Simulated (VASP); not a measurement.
# Mg2Sn (Fm-3m) in VASP: notebook

Runs on Mg2Sn. Level: r2SCAN. Tasks: single point.

All numbers are computed with VASP 6.6.1; they aren't measurements. Logs are shortened: lines on timing, memory, paths and dates and some standing lists are left out, and cuts for length are marked.

### 1 The cell of the first run

The structure is cubic, space group Fm-3m (No. 225). The conventional cell has a = 6.498 Å, b = 6.498 Å, c = 6.498 Å, α = 90.00°, β = 90.00°, γ = 90.00°. Within 3.7 Å of Mg (site symmetry -43m) lie 4 Sn at 2.81 Å and 6 Mg at 3.25 Å. Within 3.7 Å of Sn (site symmetry m-3m) lie 8 Mg at 2.81 Å.

### 2 Single point, r2SCAN

The input, POSCAR:

```
Mg2Sn
1.0
    0.0000000000      3.2491333447      3.2491333447
    3.2491333447      0.0000000000      3.2491333447
    3.2491333447      3.2491333447      0.0000000000
Mg Sn
2 1
Direct
    0.2500000000      0.2500000000      0.2500000000
    0.7500000000      0.7500000000      0.7500000000
    0.0000000000      0.0000000000      0.0000000000
```

The input, INCAR.step1:

```
PREC = Accurate
ENCUT = 660
ISMEAR = 0
SIGMA = 0.01
LREAL = False
LASPH = True
NELM = 120
NBANDS = 16
GGA = PE
ALGO = Normal
EDIFF = 1E-5
LWAVE = True
LCHARG = False
GGA_COMPAT = False
```

The input, INCAR.step2:

```
PREC = Accurate
ENCUT = 660
EDIFF = 1E-6
ISMEAR = 0
SIGMA = 0.01
LREAL = False
LASPH = True
NELM = 120
ALGO = Normal
ISIF = 2
LWAVE = False
LCHARG = False
METAGGA = R2SCAN
LMIXTAU = True
NBANDS = 16
ISTART = 1
GGA_COMPAT = False
```

The input, KPOINTS:

```
Automatic mesh
0
Gamma
  12 12 12
```

Potentials or basis: VASP PAW PBE potentials, release 64 (Mg, Sn_d).

Started as:

```console
$ cat potpaw_PBE.64/Mg/POTCAR potpaw_PBE.64/Sn_d/POTCAR > POTCAR
$ cp INCAR.step1 INCAR
$ mpirun -np 1 vasp_std > vasp.out
$ cp INCAR.step2 INCAR
$ mpirun -np 1 vasp_std > vasp.out
```

OUTCAR:

```text
PREC = Accurate
   ENCUT = 660
   EDIFF = 1E-6
   ISMEAR = 0
   LREAL = False
   LASPH = True
   NELM = 120
   ISIF = 2
   METAGGA = R2SCAN
   ISTART = 1

 ion  position               nearest neighbor table
   1  0.250  0.250  0.250-   3 2.81   3 2.81   3 2.81   3 2.81   2 3.25   2 3.25   2 3.25   2 3.25
                             2 3.25   2 3.25
   2  0.750  0.750  0.750-   3 2.81   3 2.81   3 2.81   3 2.81   1 3.25   1 3.25   1 3.25   1 3.25
                             1 3.25   1 3.25
   3  0.000  0.000  0.000-   2 2.81   2 2.81   2 2.81   1 2.81   1 2.81   1 2.81   2 2.81   1 2.81

  LATTYP: Found a face centered cubic cell.
 ALAT       =     6.4982666894

  Lattice vectors:

 A1 = (   0.0000000000,   3.2491333447,   3.2491333447)
 A2 = (   3.2491333447,   0.0000000000,   3.2491333447)
 A3 = (   3.2491333447,   3.2491333447,   0.0000000000)

Analysis of symmetry for initial positions (statically):
=====================================================================
 Subroutine PRICEL returns:
 Original cell was already a primitive cell.

 Routine SETGRP: Setting up the symmetry group for a
 face centered cubic supercell.

 Subroutine GETGRP returns: Found 48 space group operations
 (whereof 48 operations were pure point group operations)
 out of a pool of 48 trial point group operations.

The static configuration has the point symmetry O_h .

Analysis of symmetry for dynamics (positions and initial velocities):
=====================================================================
 Subroutine PRICEL returns:
 Original cell was already a primitive cell.

 Routine SETGRP: Setting up the symmetry group for a
 face centered cubic supercell.

 Subroutine GETGRP returns: Found 48 space group operations
 (whereof 48 operations were pure point group operations)
 out of a pool of 48 trial point group operations.

The dynamic configuration has the point symmetry O_h .

 Subroutine INISYM returns: Found 48 space group operations
 (whereof 48 operations are pure point group operations),
 and found     1 'primitive' translations

----------------------------------------------------------------------------------------

                                     Primitive cell

  volume of cell :      68.6013

  direct lattice vectors                    reciprocal lattice vectors
     0.000000000  3.249133345  3.249133345    -0.153887190  0.153887190  0.153887190
     3.249133345  0.000000000  3.249133345     0.153887190 -0.153887190  0.153887190
     3.249133345  3.249133345  0.000000000     0.153887190  0.153887190 -0.153887190

  length of vectors
     4.594968442  4.594968442  4.594968442     0.266540432  0.266540432  0.266540432

  position of ions in fractional coordinates (direct lattice)
     0.250000000  0.250000000  0.250000000
     0.750000000  0.750000000  0.750000000
     0.000000000  0.000000000  0.000000000

  ion indices of the primitive-cell ions
   primitive index   ion index
                 1           1
                 2           2
                 3           3

----------------------------------------------------------------------------------------

 KPOINTS: Automatic mesh

Automatic generation of k-mesh.
 Grid dimensions read from file:
 generate k-points for:   12   12   12

 Generating k-lattice:

  Cartesian coordinates                     Fractional coordinates (reciprocal lattice)
    -0.012823932  0.012823932  0.012823932     0.083333333  0.000000000  0.000000000
     0.012823932 -0.012823932  0.012823932     0.000000000  0.083333333  0.000000000
     0.012823932  0.012823932 -0.012823932     0.000000000  0.000000000  0.083333333

  Length of vectors
     0.022211703  0.022211703  0.022211703

  Shift w.r.t. Gamma in fractional coordinates (k-lattice)
     0.000000000  0.000000000  0.000000000

 Subroutine IBZKPT returns following result:
 ===========================================

 Found     72 irreducible k-points:

 Following reciprocal coordinates:
            Coordinates               Weight
  0.000000  0.000000  0.000000      1.000000
  0.083333  0.000000  0.000000      8.000000
  0.166667  0.000000  0.000000      8.000000
  0.250000  0.000000  0.000000      8.000000
  0.333333  0.000000  0.000000      8.000000
  0.416667  0.000000  0.000000      8.000000
[... 16 lines left out ...]
  0.500000  0.166667  0.000000     24.000000
 -0.416667  0.166667  0.000000     24.000000
 [... further k-points ...]
   k-points           NKPTS =     72   k-points in BZ     NKDIM =     72   number of bands    NBANDS=     16
   number of dos      NEDOS =    301   number of ions     NIONS =      3
   total plane-waves  NPLWV =  64000
   dimension x,y,z NGX =    40 NGY =   40 NGZ =   40
   dimension x,y,z NGXF=    80 NGYF=   80 NGZF=   80
   ions per type =               2   1
   NGX,Y,Z   is equivalent  to a cutoff of  14.47, 14.47, 14.47 a.u.
   NGXF,Y,Z  is equivalent  to a cutoff of  28.94, 28.94, 28.94 a.u.
 SYSTEM =  unknown system
   PREC   = accura    normal or accurate (medium, high low for compatibility)
   ISTART =      1    job   : 0-new  1-cont  2-samecut
   ICHARG =      0    charge: 1-file 2-atom 10-const
   ISPIN  =      1    spin polarized calculation?
   LNONCOLLINEAR =      F non collinear calculations
   LSORBIT =      F    spin-orbit coupling
   LASPH  =      T    aspherical Exc in radial PAW
   ENCUT  =  660.0 eV  48.51 Ry    6.96 a.u.   9.63  9.63  9.63*2*pi/ulx,y,z
   NELM   =    120;   NELMIN=  2; NELMDL=  0     # of ELM steps
   EDIFF  = 0.1E-05   stopping-criterion for ELM
   LREAL  =      F    real-space projection
   EDIFFG = 0.1E-04   stopping-criterion for IOM
   NSW    =      0    number of steps for IOM
   IBRION =     -1    ionic relax: 0-MD 1-quasi-New 2-CG
   NFREE  =      0    steps in history (QN), initial steepest desc. (CG)
   ISIF   =      2    stress and relaxation
   ISYM   =      2    0-nonsym 1-usesym 2-fastsym
   POTIM  = 0.5000    time-step for ionic-motion
   TEBEG  =    0.0;   TEEND  =   0.0 temperature during run
   PSTRESS=    0.0 pullay stress
   NELECT =      18.0000    total number of electrons
   NUPDOWN=      -1.0000    fix difference up-down
   EMIN   =  10.00;   EMAX   =-10.00  energy-range for DOS
   EFERMI =   0.00;   METHOD = LEGACY
   ISMEAR =     0;   SIGMA  =   0.01  broadening in eV -4-tet -1-fermi 0-gaus
   EFERMI_NEDOS =   21; number of points for ismear=-14 and -15
   IALGO  =     38    algorithm
   IMIX   =      4    mixing-type and parameters
     AMIX     =   0.40;   BMIX     =  1.00
     AMIX_MAG =   1.60;   BMIX_MAG =  1.00
  volume/ion in A,a.u.               =      22.87       154.31
  Fermi-wavevector in a.u.,A,eV,Ry     =   1.048065  1.980555 14.945181  1.098440
  Thomas-Fermi vector in A             =   2.182971
   LORBIT       =      0    0 simple, 1 ext, 2 COOP (PROOUT), +10 PAW based schemes
   METAGGA = R2SCAN    functional components
   LHFCALC =     F    Hartree Fock is set to
   AEXX    =    0.0000 exact exchange contribution
   IVDW    =     0    specifies the selected vdW correction
   LEPSILON=     F    determine dielectric tensor
   LRPA    =     F    only Hartree local field effects (RPA)
 non-spin polarized calculation
 Gauss-broadening in eV      SIGMA  =   0.01
  energy-cutoff  :      660.00
  volume of cell :       68.60
 maximum number of plane-waves:      2685
   NGX = 19   NGY = 19   NGZ = 19

 number of electron      18.0000002 magnetization

 Free energy of the ion-electron system (eV)
  ---------------------------------------------------
  ext. energy  EPLUGINS =         0.00000000
  ---------------------------------------------------
  free energy    TOTEN  =       -33.67235811 eV

  energy without entropy =      -33.67235811  energy(sigma->0) =      -33.67235811

 E-fermi :   5.1974     XC(G=0):  -9.7690

 val. band max:        5.0740878340   @ k =   0.0000   0.0000   0.0000
 cond. band min:       5.3675333534   @ k =   0.5000   0.5000   0.0000
 fundamental gap:      0.2934455194
 Fermi energy:         5.1974129851

 k-point     1 :       0.0000    0.0000    0.0000
  band No.  band energies     occupation
      1     -16.4537      2.00000
      2     -16.4537      2.00000
      3     -16.4537      2.00000
      4     -16.3909      2.00000
      5     -16.3909      2.00000
      6      -5.0095      2.00000
[... 8 lines left out ...]
     15      11.0486      0.00000
     16      11.0486      0.00000

 k-point     2 :       0.0833    0.0000    0.0000
  band No.  band energies     occupation
      1     -16.4536      2.00000
      2     -16.4532      2.00000
      3     -16.4532      2.00000
      4     -16.3909      2.00000
      5     -16.3909      2.00000
      6      -4.9423      2.00000
[... 8 lines left out ...]
     15      10.5067      0.00000
     16      11.2158      0.00000

 k-point     3 :       0.1667    0.0000    0.0000
  band No.  band energies     occupation
      1     -16.4533      2.00000
      2     -16.4521      2.00000
      3     -16.4521      2.00000
      4     -16.3907      2.00000
      5     -16.3907      2.00000
      6      -4.7442      2.00000
[... 8 lines left out ...]
     15      10.0265      0.00000
     16      11.1969      0.00000

 k-point     4 :       0.2500    0.0000    0.0000
  band No.  band energies     occupation
      1     -16.4529      2.00000
      2     -16.4505      2.00000
      3     -16.4505      2.00000
      4     -16.3904      2.00000
      5     -16.3904      2.00000
      6      -4.4288      2.00000
[... 8 lines left out ...]
     15      10.4915      0.00000
     16      11.1965      0.00000
[... 324 lines left out ...]
 k-point    22 :       0.4167    0.1667    0.0000
  band No.  band energies     occupation
      1     -16.4538      2.00000
      2     -16.4473      2.00000
      3     -16.4462      2.00000
      4     -16.3919      2.00000
      5     -16.3882      2.00000
      6      -3.6858      2.00000
[... 8 lines left out ...]
     15      12.9305      0.00000
     16      13.9570      0.00000

 k-point    23 :       0.5000    0.1667    0.0000
  band No.  band energies     occupation
      1     -16.4524      2.00000
      2     -16.4474      2.00000
      3     -16.4457      2.00000
      4     -16.3912      2.00000
      5     -16.3885      2.00000
      6      -3.3581      2.00000
[... 8 lines left out ...]
     15      13.0373      0.00000
     16      13.9759      0.00000

 k-point    24 :      -0.4167    0.1667    0.0000
  band No.  band energies     occupation
      1     -16.4512      2.00000
      2     -16.4480      2.00000
      3     -16.4461      2.00000
      4     -16.3904      2.00000
      5     -16.3892      2.00000
      6      -3.3030      2.00000
[... 8 lines left out ...]
     15      11.8542      0.00000
     16      12.7932      0.00000

 [... further k-points ...]
[... 5 lines left out ...]
  --------------------------------------------------------------------------------------
  -------------------------------------------------------------------------------------
  Total        2.9022087      2.9022087      2.9022087      0.0000000      0.0000000     -0.0000000
  in kB       67.7807889     67.7807889     67.7807889      0.0000000      0.0000000     -0.0000000
  external PRESSURE =      67.7807889 kB  Pullay stress =       0.0000000 kB

 VOLUME and BASIS-vectors are now :
 -----------------------------------------------------------------------------
  energy-cutoff  :      660.00
  volume of cell :       68.60
      direct lattice vectors                 reciprocal lattice vectors
     0.000000000  3.249133345  3.249133345    -0.153887190  0.153887190  0.153887190
     3.249133345  0.000000000  3.249133345     0.153887190 -0.153887190  0.153887190
     3.249133345  3.249133345  0.000000000     0.153887190  0.153887190 -0.153887190

 POSITION                                       TOTAL-FORCE (eV/Angst)
 -----------------------------------------------------------------------------------
      1.62457      1.62457      1.62457         0.000000      0.000000     -0.000000
      4.87370      4.87370      4.87370        -0.000000     -0.000000     -0.000000
      0.00000      0.00000      0.00000        -0.000000     -0.000000      0.000000
 -----------------------------------------------------------------------------------
    total drift:                               -0.000000      0.000000      0.000000

  FREE ENERGIE OF THE ION-ELECTRON SYSTEM (eV)
  ---------------------------------------------------
  free  energy   TOTEN  =       -33.6723581095 eV

  energy  without entropy=      -33.6723581095  energy(sigma->0) =      -33.67235811
```

It took 2.6 min on 1 thread of Intel Xeon 6975P-C (Granite Rapids), shared host; peak memory 0.34 GiB.

Results:

* Free energy: -33.6724 eV
* Pressure: 6.8 GPa

Caveat: the cell stands under pressure; the PAW data sets were made with another functional, which shifts forces and pressure a little; spin-orbit coupling is left out, which moves the levels of the heavy elements.

(Part 1 of 2 ends here.)
